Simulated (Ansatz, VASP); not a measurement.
# One calculation of Ga, two programs

Contents of INCAR:

```
PREC = Accurate ; ENCUT = 520
EDIFF = 1E-6 ; ISMEAR = -1
SIGMA = 0.1 ; LREAL = F
LASPH = T ; NELM = 80
ALGO = Normal ; ISIF = 2
LWAVE = F ; LCHARG = T
GGA = RP ; LELF = T
LVHAR = T ; NBANDS = 34
```

File KPOINTS:

```
regular mesh
0
Gamma
  13 13 4
```

Contents of POSCAR:

```
Ga
1.0
    2.9904652552      0.0000000000      0.0000000000
   -1.4952326276      2.5898188801      0.0000000000
    0.0000000000      0.0000000000      9.7653221757
Ga
4
Direct
    0.0000000000      0.0000000000      0.0000000000
    0.0000000000      0.0000000000      0.5000000000
    0.3333333333      0.6666666667      0.2500000000
    0.6666666667      0.3333333333      0.7500000000
```

Input for Ansatz:

```yaml
crystal:
  lattice:
    - [2.9904652552, 0.0, 0.0]
    - [-1.4952326276, 2.5898188801, 0.0]
    - [0.0, 0.0, 9.7653221757]
  atoms:
    - { symbol: Ga, position: [0.0, 0.0, 0.0] }
    - { symbol: Ga, position: [0.0, 0.0, 0.5] }
    - { symbol: Ga, position: [0.3333333333, 0.6666666667, 0.25] }
    - { symbol: Ga, position: [0.6666666667, 0.3333333333, 0.75] }
hamiltonian:
  xc: rpbe
  pseudopotentials:
    kind: paw
    azcp:
      Ga: "pseudopotentials/Ga.paw.azcp"
basis:
  ecutwfc: 420
  fft_grid_basis: typed
kpoints:
  mp_grid: { grid: [13, 13, 4], shift: [0, 0, 0] }
magnetization:
  spin_polarized: false
scf:
  occupations: { method: fermi_dirac, width: 0.1 }
  lower_state_search: "off"
output:
  stress: true
  write_density: true
  write_potential: true
  elf: true
  volumetric_format: npy
```

Alike in both runs: task single point; functional RPBE; k mesh 13 × 13 × 4; occupations fermi-dirac, width 0.1 eV; no spin polarisation.

|  | VASP | Ansatz |
| --- | --- | --- |
| version | VASP 6.6.1 | Ansatz 0.2.0 |
| potentials or method | VASP PAW PBE potentials, release 64 (Ga_d), cutoff 520 eV | plane waves (420 eV) with PAW, scalar-relativistic |
| valence electrons in the cell | 52 | 52 |

|  | VASP | Ansatz | Ansatz less VASP |
| --- | --- | --- | --- |
| pressure (GPa) | 2.0 | 2.0 | -0.05 |
| traceless stress, the component that is largest in VASP (GPa) | 0.10 | 0.11 | +0.003 |

VASP's potentials were made for PBE, not for RPBE.
